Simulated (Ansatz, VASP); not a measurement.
# Ta: VASP beside Ansatz

File INCAR:

```
PREC     = Accurate       # precision mode
ENCUT    = 520            # plane-wave cutoff, eV
EDIFF    = 1E-6           # SCF threshold, eV
ISMEAR   = 0              # smearing method
SIGMA    = 0.1            # smearing width, eV
LREAL    = False          # projectors in reciprocal space
LASPH    = True           # aspherical terms in the spheres
NELM     = 100            # most SCF steps
ALGO     = Fast           # electronic algorithm
ISIF     = 2              # what is computed and relaxed
LWAVE    = False          # write WAVECAR
LCHARG   = False          # write CHGCAR
GGA      = PE             # functional
NBANDS   = 12             # bands
```

The input KPOINTS:

```
regular mesh
0
Gamma
  18 18 18
```

File POSCAR:

```
Ta
1.0
   -1.6758255418      1.6758255418      1.6758255418
    1.6758255418     -1.6758255418      1.6758255418
    1.6758255418      1.6758255418     -1.6758255418
Ta
1
Direct
    0.0000000000      0.0000000000      0.0000000000
```

Input for Ansatz:

```yaml
crystal:
  lattice:
    - [-1.6758255418, 1.6758255418, 1.6758255418]
    - [1.6758255418, -1.6758255418, 1.6758255418]
    - [1.6758255418, 1.6758255418, -1.6758255418]
  atoms:
    - { symbol: Ta, position: [0.0, 0.0, 0.0] }
basis:
  ecutwfc: 420
kpoints:
  mp_grid: { grid: [18, 18, 18] }
hamiltonian:
  xc: pbe
scf:
  occupations: { method: gaussian, width: 0.1 }
output:
  forces: true
  stress: true
  eigenvalues: true
  write_density: true
  write_potential: true
  elf: true
  volumetric_format: npy
```

Alike in both runs: task single point; functional PBE; k mesh 18 × 18 × 18; occupations gaussian, width 0.1 eV; no spin polarisation.

|  | VASP | Ansatz |
| --- | --- | --- |
| version | VASP 6.6.1 | Ansatz 0.2.0 |
| potentials or method | VASP PAW PBE potentials, release 64 (Ta_pv), cutoff 520 eV | scalar-relativistic, plane waves, PAW |
| valence electrons in the cell | 11 | 13 |

|  | VASP | Ansatz | Ansatz less VASP |
| --- | --- | --- | --- |
| gap on the k mesh at the Fermi level (eV) | none | none | - |
| pressure (GPa) | -5.4 | -5.4 | -0.05 |

A gap of «none» marks a metal or a gap that the smearing closes. VASP's potentials hold 11 valence electrons a cell and Ansatz's 13, so a difference there can come from the potentials and not from the codes.

Spin-orbit coupling is off throughout.
